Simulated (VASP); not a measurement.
# Cu (Cmcm) in VASP: notebook

Cu is run at these levels: PBEsol; tasks: single point.

All numbers are computed with VASP 6.6.1; they aren't measurements. Logs are shortened: lines on timing, memory, paths and dates and some standing lists are left out, and cuts for length are marked.

## Step 1: The cell of the first run

Symmetry: Cmcm, No. 63, orthorhombic system. The conventional cell has a = 2.340 Å, b = 7.656 Å, c = 2.393 Å, α = 90.00°, β = 90.00°, γ = 90.00°. Cu (site symmetry m2m) has 10 Cu at 2.34 to 2.45 Å within 3.1 Å.

## Step 2: Single point, PBEsol

Input file INCAR:

```
SYSTEM = Cu
ALGO = Normal
EDIFF = 1E-6
ENCUT = 520
GGA = PS
ISIF = 2
ISMEAR = -1
LASPH = .TRUE.
LCHARG = .FALSE.
LREAL = .FALSE.
LWAVE = .FALSE.
NBANDS = 18
NELM = 80
PREC = Accurate
SIGMA = 0.05
```

Input file KPOINTS:

```
k-points
0
G
  11 11 11
  0 0 0
```

Input file POSCAR:

```
Cu
1.0
    1.1699416696     -3.8279072222      0.0000000000
    1.1699416696      3.8279072222      0.0000000000
    0.0000000000      0.0000000000      2.3929345020
Cu
2
Direct
    0.8670781771      0.1329218229      0.7500000000
    0.1329218229      0.8670781771      0.2500000000
```

Potentials or basis: VASP PAW PBE potentials, release 64 (Cu).

The run is started by

```console
> cat potpaw_PBE.64/Cu/POTCAR > POTCAR
> mpirun -np 1 vasp_std > vasp.out
```

OUTCAR:

```text
SYSTEM = Cu
   EDIFF = 1E-6
   ENCUT = 520
   GGA = PS
   ISIF = 2
   ISMEAR = -1
   LASPH = .TRUE.
   LREAL = .FALSE.
   NELM = 80
   PREC = Accurate

 ion  position               nearest neighbor table
   1  0.867  0.133  0.750-   2 2.36   2 2.36   2 2.45   2 2.45   2 2.45   2 2.45
   2  0.133  0.867  0.250-   1 2.36   1 2.36   1 2.45   1 2.45   1 2.45   1 2.45

  LATTYP: Found a base centered orthorhombic cell.
 ALAT       =     2.3398833392
 B/A-ratio  =     3.2718786942
 C/A-ratio  =     1.0226725674

  Lattice vectors:

 A1 = (   1.1699416696,  -3.8279072222,   0.0000000000)
 A2 = (   1.1699416696,   3.8279072222,   0.0000000000)
 A3 = (   0.0000000000,   0.0000000000,   2.3929345020)

Analysis of symmetry for initial positions (statically):
=====================================================================
 Subroutine PRICEL returns:
 Original cell was already a primitive cell.

 Routine SETGRP: Setting up the symmetry group for a
 base centered orthorhombic supercell.

 Subroutine GETGRP returns: Found  8 space group operations
 (whereof  4 operations were pure point group operations)
 out of a pool of  8 trial point group operations.

The static configuration has the point symmetry C_2h.
 The point group associated with its full space group is D_2h.

Analysis of symmetry for dynamics (positions and initial velocities):
=====================================================================
 Subroutine PRICEL returns:
 Original cell was already a primitive cell.

 Routine SETGRP: Setting up the symmetry group for a
 base centered orthorhombic supercell.

 Subroutine GETGRP returns: Found  8 space group operations
 (whereof  4 operations were pure point group operations)
 out of a pool of  8 trial point group operations.

The dynamic configuration has the point symmetry C_2h.
 The point group associated with its full space group is D_2h.

 Subroutine INISYM returns: Found  8 space group operations
 (whereof  4 operations are pure point group operations),
 and found     1 'primitive' translations

----------------------------------------------------------------------------------------

                                     Primitive cell

  volume of cell :      21.4332

  direct lattice vectors                    reciprocal lattice vectors
     1.169941670 -3.827907222  0.000000000     0.427371734 -0.130619676  0.000000000
     1.169941670  3.827907222  0.000000000     0.427371734  0.130619676  0.000000000
     0.000000000  0.000000000  2.392934502     0.000000000  0.000000000  0.417896937

  length of vectors
     4.002703738  4.002703738  2.392934502     0.446887121  0.446887121  0.417896937

  position of ions in fractional coordinates (direct lattice)
     0.867078177  0.132921823  0.750000000
     0.132921823  0.867078177  0.250000000

  ion indices of the primitive-cell ions
   primitive index   ion index
                 1           1
                 2           2

----------------------------------------------------------------------------------------

 KPOINTS: k-points

Automatic generation of k-mesh.
 Grid dimensions read from file:
 generate k-points for:   11   11   11

 Generating k-lattice:

  Cartesian coordinates                     Fractional coordinates (reciprocal lattice)
     0.038851976 -0.011874516  0.000000000     0.090909091  0.000000000  0.000000000
     0.038851976  0.011874516  0.000000000     0.000000000  0.090909091  0.000000000
     0.000000000  0.000000000  0.037990631     0.000000000  0.000000000  0.090909091

  Length of vectors
     0.040626102  0.040626102  0.037990631

  Shift w.r.t. Gamma in fractional coordinates (k-lattice)
     0.000000000  0.000000000  0.000000000

 Subroutine IBZKPT returns following result:
 ===========================================

 Found    216 irreducible k-points:

 Following reciprocal coordinates:
            Coordinates               Weight
  0.000000  0.000000  0.000000      1.000000
  0.090909  0.000000  0.000000      4.000000
  0.181818  0.000000  0.000000      4.000000
  0.272727  0.000000  0.000000      4.000000
  0.363636 -0.000000  0.000000      4.000000
  0.454545  0.000000  0.000000      4.000000
[... 16 lines left out ...]
 -0.272727  0.181818  0.000000      4.000000
 -0.181818  0.181818  0.000000      2.000000
 [... further k-points ...]
   k-points           NKPTS =    216   k-points in BZ     NKDIM =    216   number of bands    NBANDS=     18
   number of dos      NEDOS =    301   number of ions     NIONS =      2
   total plane-waves  NPLWV =  16200
   dimension x,y,z NGX =    30 NGY =   30 NGZ =   18
   dimension x,y,z NGXF=    60 NGYF=   60 NGZF=   36
   ions per type =               2
   NGX,Y,Z   is equivalent  to a cutoff of  12.46, 12.46, 12.51 a.u.
   NGXF,Y,Z  is equivalent  to a cutoff of  24.92, 24.92, 25.01 a.u.
 SYSTEM =  Cu
   PREC   = accura    normal or accurate (medium, high low for compatibility)
   ISTART =      0    job   : 0-new  1-cont  2-samecut
   ICHARG =      2    charge: 1-file 2-atom 10-const
   ISPIN  =      1    spin polarized calculation?
   LNONCOLLINEAR =      F non collinear calculations
   LSORBIT =      F    spin-orbit coupling
   LASPH  =      T    aspherical Exc in radial PAW
   ENCUT  =  520.0 eV  38.22 Ry    6.18 a.u.   7.44  7.44  4.45*2*pi/ulx,y,z
   NELM   =     80;   NELMIN=  2; NELMDL= -5     # of ELM steps
   EDIFF  = 0.1E-05   stopping-criterion for ELM
   LREAL  =      F    real-space projection
   EDIFFG = 0.1E-04   stopping-criterion for IOM
   NSW    =      0    number of steps for IOM
   IBRION =     -1    ionic relax: 0-MD 1-quasi-New 2-CG
   NFREE  =      0    steps in history (QN), initial steepest desc. (CG)
   ISIF   =      2    stress and relaxation
   ISYM   =      2    0-nonsym 1-usesym 2-fastsym
   POTIM  = 0.5000    time-step for ionic-motion
   TEBEG  =    0.0;   TEEND  =   0.0 temperature during run
   PSTRESS=    0.0 pullay stress
   NELECT =      22.0000    total number of electrons
   NUPDOWN=      -1.0000    fix difference up-down
   EMIN   =  10.00;   EMAX   =-10.00  energy-range for DOS
   EFERMI =   0.00;   METHOD = LEGACY
   ISMEAR =    -1;   SIGMA  =   0.05  broadening in eV -4-tet -1-fermi 0-gaus
   EFERMI_NEDOS =   21; number of points for ismear=-14 and -15
   IALGO  =     38    algorithm
   IMIX   =      4    mixing-type and parameters
     AMIX     =   0.40;   BMIX     =  1.00
     AMIX_MAG =   1.60;   BMIX_MAG =  1.00
  volume/ion in A,a.u.               =      10.72        72.32
  Fermi-wavevector in a.u.,A,eV,Ry     =   1.651405  3.120703 37.104970  2.727138
  Thomas-Fermi vector in A             =   2.740190
   LORBIT       =      0    0 simple, 1 ext, 2 COOP (PROOUT), +10 PAW based schemes
   GGA     = PS    functional components
   LHFCALC =     F    Hartree Fock is set to
   AEXX    =    0.0000 exact exchange contribution
   IVDW    =     0    specifies the selected vdW correction
   LEPSILON=     F    determine dielectric tensor
   LRPA    =     F    only Hartree local field effects (RPA)
 non-spin polarized calculation
  energy-cutoff  :      520.00
  volume of cell :       21.43
 maximum number of plane-waves:       597
 NGX is ok and might be reduce to    30
   NGX = 15   NGY = 15   NGZ =  9

 number of electron      22.0000005 magnetization

 Free energy of the ion-electron system (eV)
  ---------------------------------------------------
  ext. energy  EPLUGINS =         0.00000000
  ---------------------------------------------------
  free energy    TOTEN  =        -8.16578531 eV

  energy without entropy =       -8.16243413  energy(sigma->0) =       -8.16410972

 E-fermi :   8.6743     XC(G=0): -13.4515

 val. band max:        8.6534358502   @ k =   0.4545   0.1818   0.0000
 cond. band min:       8.7407878753   @ k =   0.4545   0.0909   0.1818
 fundamental gap:      0.0873520251
 Fermi energy:         8.6742672044

 k-point     1 :       0.0000    0.0000    0.0000
  band No.  band energies     occupation
      1      -1.4849      2.00000
      2       3.0170      2.00000
      3       3.8997      2.00000
      4       4.4302      2.00000
      5       5.2603      2.00000
      6       5.6238      2.00000
[... 10 lines left out ...]
     17      29.5170      0.00000
     18      31.7506      0.00000

 k-point     2 :       0.0909    0.0000    0.0000
  band No.  band energies     occupation
      1      -1.2247      2.00000
      2       3.1185      2.00000
      3       4.0057      2.00000
      4       4.5295      2.00000
      5       5.2933      2.00000
      6       5.6094      2.00000
[... 10 lines left out ...]
     17      30.2364      0.00000
     18      33.0568      0.00000

 k-point     3 :       0.1818    0.0000    0.0000
  band No.  band energies     occupation
      1      -0.4683      2.00000
      2       3.3665      2.00000
      3       4.2759      2.00000
      4       4.7579      2.00000
      5       5.2098      2.00000
      6       5.3796      2.00000
[... 10 lines left out ...]
     17      30.5328      0.00000
     18      33.5241      0.00000

 k-point     4 :       0.2727    0.0000    0.0000
  band No.  band energies     occupation
      1       0.6912      2.00000
      2       3.6135      2.00000
      3       4.4240      2.00000
      4       4.5788      2.00000
      5       5.3167      2.00000
      6       5.4803      2.00000
[... 375 lines left out ...]
      4       4.8087      2.00000
      5       4.9439      2.00000
      6       5.5683      2.00000
[... 10 lines left out ...]
     17      30.8092      0.00000
     18      31.1631      0.00000

 k-point    23 :      -0.2727    0.1818    0.0000
  band No.  band energies     occupation
      1      -0.6997      2.00000
      2       2.9534      2.00000
      3       3.8672      2.00000
      4       4.6210      2.00000
      5       5.2970      2.00000
      6       5.4793      2.00000
[... 10 lines left out ...]
     17      30.5022      0.00000
     18      31.5479      0.00000

 k-point    24 :      -0.1818    0.1818    0.0000
  band No.  band energies     occupation
      1      -1.1287      2.00000
      2       2.9167      2.00000
      3       3.8078      2.00000
      4       4.4972      2.00000
      5       5.3902      2.00000
      6       5.4758      2.00000
[... 10 lines left out ...]
     17      31.5061      0.00000
     18      31.7558      0.00000

 [... further k-points ...]

------------------------ aborting loop because EDIFF is reached ----------------------------------------

  FORCE on cell =-STRESS in cart. coord.  units (eV):
  Direction    XX          YY          ZZ          XY          YZ          ZX
  --------------------------------------------------------------------------------------
  -------------------------------------------------------------------------------------
  Total        2.7465022      2.7765950      2.7752614      0.0000000      0.0000000      0.0000000
  in kB      205.3071697    207.5566757    207.4569804      0.0000000      0.0000000      0.0000000
  external PRESSURE =     206.7736086 kB  Pullay stress =       0.0000000 kB

 VOLUME and BASIS-vectors are now :
 -----------------------------------------------------------------------------
  energy-cutoff  :      520.00
  volume of cell :       21.43
      direct lattice vectors                 reciprocal lattice vectors
     1.169941670 -3.827907222  0.000000000     0.427371734 -0.130619676  0.000000000
     1.169941670  3.827907222  0.000000000     0.427371734  0.130619676  0.000000000
     0.000000000  0.000000000  2.392934502     0.000000000  0.000000000  0.417896937

 POSITION                                       TOTAL-FORCE (eV/Angst)
 -----------------------------------------------------------------------------------
      1.16994     -2.81028      1.79470         0.000000     -0.006906      0.000000
      1.16994      2.81028      0.59823         0.000000      0.006906     -0.000000
 -----------------------------------------------------------------------------------
    total drift:                                0.000000      0.000000     -0.000000

  FREE ENERGIE OF THE ION-ELECTRON SYSTEM (eV)
  ---------------------------------------------------
  free  energy   TOTEN  =        -8.1657853129 eV

  energy  without entropy=       -8.1624341294  energy(sigma->0) =       -8.16410972
```

Wall time 37 s (1 thread of Intel Xeon 6975P-C (Granite Rapids), shared host); peak memory 0.19 GiB.

What came out:

```
Free energy            : -8.1658 eV
Pressure               : 20.7 GPa
Largest force          : 0.007 eV/Å
Band gap on the k mesh : zero (bands 11 and 12 overlap by 5.74 eV)
```

Forces on the atoms (eV/Å):
```
Cu   0.000 -0.007  0.000
Cu   0.000  0.007  0.000
```

Levels at points of the mesh, in eV from the Fermi level:
```
           k point  band 8  band 9  band 10  band 11  band 12  band 13  band 14  band 15
(0.00, 0.00, 0.00)   -2.21   -1.95    -1.80    -1.50    -0.34     5.48    15.55    19.97
```

Caveat: the cell stands under pressure; the PAW data sets were made with another functional, which shifts forces and pressure a little.

[end of part 1 of 2]

The gap in the log of VASP goes by the Fermi energy; the results here count the filled bands.